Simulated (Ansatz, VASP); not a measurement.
**AlB2H2: VASP beside Ansatz**

```
CELL_PARAMETERS angstrom
-1.45527 2.09061 3.24081
1.45527 -2.09061 3.24081
1.45527 2.09061 -3.24081
ATOMIC_POSITIONS crystal
Al 0.00000 0.00000 0.00000
B 0.29500 0.79500 0.50000
B 0.70500 0.20500 0.50000
H 0.30000 0.50000 0.80000
H 0.70000 0.50000 0.20000
```

Change from the starting cell: species swapped into the CoB2W2 type (Immm, No. 71).

Alike in both runs: task relaxation of cell and atoms; functional PBE; k mesh 8 × 8 × 8; occupations gaussian, width 0.1 eV; no spin polarisation.

|  | VASP | Ansatz |
| --- | --- | --- |
| version | VASP 6.6.1 | Ansatz 0.2.0 |
| potentials or method | VASP PAW PBE potentials, release 64 (Al, B, H), cutoff 600 eV | scalar-relativistic, plane waves, PAW |
| valence electrons in the cell | 11 | 11 |

VASP gave:

| Property | Result |
| --- | --- |
| gap on the k mesh at the Fermi level, each at its own relaxed structure (eV) | none |
| relaxed volume (Å³/atom) | 7.74 |
| relaxed cell length with the largest relative difference (Å) | 3.741 |

Problem. Estimate Ansatz's values.

Solution. gap on the k mesh at the Fermi level, each at its own relaxed structure (eV): none; relaxed volume (Å³/atom): 6.78; relaxed cell length with the largest relative difference (Å): 4.422.

A gap of «none» marks a metal or a gap that the smearing closes. One of these differences is far larger than is usual between the two programs; its cause wasn't traced.
